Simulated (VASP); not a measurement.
Wanted: the native input for a VASP 6.6.1 run.

```
Task                   : single point
Functional             : r2SCAN
Potentials or basis    : VASP PAW PBE potentials, release 64 (Al, O)
Cutoff                 : 520 eV
k mesh                 : 12 × 12 × 4
Occupations            : gaussian, width 0.05 eV
Spin                   : no spin polarisation
Dipole correction      : no
Further INCAR settings : ALGO = Normal; EDIFF = 1e-07; NBANDS = 20
```

Al2O3:

```
Al O
1.0
     2.77608    0.00000    0.00000
    -1.38804    2.40416    0.00000
     0.00000    0.00000    8.18061
Al O
2 3
Direct
  0.00000 0.00000 0.27795
  0.00000 0.00000 0.72205
  0.33333 0.66667 0.19945
  0.66667 0.33333 0.80055
  0.00000 0.00000 0.50000
```

This cell differs from its parent crystal: strain -0.080 along x and y, +0.080 along z.

The input as run:

POSCAR

```
Al2O3
1.0
    2.7760839405      0.0000000000      0.0000000000
   -1.3880419702      2.4041592155      0.0000000000
    0.0000000000      0.0000000000      8.1806068824
Al O
2 3
Direct
    0.0000000000      0.0000000000      0.2779510000
    0.0000000000      0.0000000000      0.7220490000
    0.3333333333      0.6666666667      0.1994540000
    0.6666666667      0.3333333333      0.8005460000
    0.0000000000      0.0000000000      0.5000000000
```

INCAR.step1

```
SYSTEM = Al2O3
ALGO     = Normal         ! electronic algorithm
EDIFF    = 1E-4           ! SCF threshold, eV
ENCUT    = 520            ! plane-wave cutoff, eV
GGA      = PE             ! functional
ISMEAR   = 0              ! smearing method
LASPH    = .TRUE.         ! aspherical terms in the spheres
LCHARG   = .FALSE.        ! write CHGCAR
LREAL    = .FALSE.        ! projectors in reciprocal space
LWAVE    = .TRUE.         ! write WAVECAR
NBANDS   = 20             ! bands
NELM     = 80             ! most SCF steps
PREC     = Accurate       ! precision mode
SIGMA    = 0.05           ! smearing width, eV
```

INCAR.step2

```
SYSTEM = Al2O3
ALGO     = Normal         ! electronic algorithm
EDIFF    = 1E-7           ! SCF threshold, eV
ENCUT    = 520            ! plane-wave cutoff, eV
ISIF     = 2              ! what is computed and relaxed
ISMEAR   = 0              ! smearing method
ISTART   = 1            
LASPH    = .TRUE.         ! aspherical terms in the spheres
LCHARG   = .FALSE.        ! write CHGCAR
LMIXTAU  = .TRUE.       
LREAL    = .FALSE.        ! projectors in reciprocal space
LWAVE    = .FALSE.        ! write WAVECAR
METAGGA  = R2SCAN         ! meta-GGA
NBANDS   = 20             ! bands
NELM     = 80             ! most SCF steps
PREC     = Accurate       ! precision mode
SIGMA    = 0.05           ! smearing width, eV
```

KPOINTS

```
k-points
0
G
  12 12 4
  0 0 0
```

Potentials or basis: VASP PAW PBE potentials, release 64 (Al, O).

Command:

```console
$ cat potpaw_PBE.64/Al/POTCAR potpaw_PBE.64/O/POTCAR > POTCAR
$ cp INCAR.step1 INCAR
$ mpirun -np 1 vasp_std > vasp.out
$ cp INCAR.step2 INCAR
$ mpirun -np 1 vasp_std > vasp.out
```

Results of the run:

```
Pressure               : 13.6 GPa
Largest force          : 4.570 eV/Å
Band gap on the k mesh : 1.51 eV
```

Caveat: the cell differs from its parent crystal (strain -0.080 along x and y, +0.080 along z); the cell stands under pressure; the PAW data sets were made with another functional, which shifts forces and pressure a little.

Wall time 3.9 min on 1 thread of Intel(R) Xeon(R) Platinum 8375C CPU @ 2.90GHz (Ice Lake), with other jobs on the host, peak memory 0.22 GiB.
